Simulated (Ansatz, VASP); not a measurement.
One calculation of Nb4H, two programs

```
Nb H
1.0
     2.92702    0.00000    0.00000
     0.00000    4.13943    0.00000
     0.00000    0.00000   21.25767
Nb H
4 1
Direct
  0.50000 0.50000 0.18817
  0.00000 0.00000 0.25701
  0.50000 0.50000 0.33064
  0.00000 0.00000 0.38846
  0.00000 0.00000 0.50653
```

Alike in both runs: task single point; functional LDA; k mesh 9 × 7 × 1; occupations gaussian, width 0.1 eV; no spin polarisation.

|  | VASP | Ansatz |
| --- | --- | --- |
| version | VASP 6.6.1 | Ansatz 0.2.0 |
| potentials or method | VASP PAW LDA potentials, release 64 (Nb_sv, H), cutoff 520 eV | scalar-relativistic, plane waves, PAW |
| valence electrons in the cell | 53 | 53 |

|  | VASP | Ansatz | Ansatz less VASP |
| --- | --- | --- | --- |
| gap on the k mesh at the Fermi level (eV) | none | none | - |
| rms of the force components (eV/Å) | 0.845 | 0.845 | -0.0005 |

LDA's correlation is that of Perdew and Zunger in VASP and of Perdew and Wang (1992) in Ansatz. Atom by atom the forces differ by 0.001 eV/Å (rms over components). A gap of «none» marks a metal or a gap that the smearing closes.
